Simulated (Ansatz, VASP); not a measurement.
## One calculation of Y2F, two programs

```
Y F
1.0
    -2.17440    2.17440    3.56623
     2.17440   -2.17440    3.56623
     2.17440    2.17440   -3.56623
Y F
2 1
Direct
  0.59300 0.59300 0.00000
  0.40700 0.40700 0.00000
  0.00000 0.00000 0.00000
```

Alike in both runs: task single point; functional PBE; k mesh 6 × 6 × 6; occupations gaussian, width 0.1 eV; no spin polarisation.

|  | VASP | Ansatz |
| --- | --- | --- |
| version | VASP 6.6.1 | Ansatz 0.2.0 |
| potentials or method | VASP PAW PBE potentials, release 64 (Y_sv, F), cutoff 520 eV | scalar-relativistic, plane waves, PAW |
| valence electrons in the cell | 29 | 29 |

Ansatz gave:

| Quantity | Value |
| --- | --- |
| gap on the k mesh at the Fermi level (eV) | none |
| rms of the force components (eV/Å) | 105.668 |

Question: What did VASP give for the same quantities?

Answer: gap on the k mesh at the Fermi level (eV): none; rms of the force components (eV/Å): 47.415.

Atom by atom the forces differ by 153.083 eV/Å (rms over components). A gap of «none» marks a metal or a gap that the smearing closes. The functional is the same, so the differences come from potentials, cutoffs and numerics.
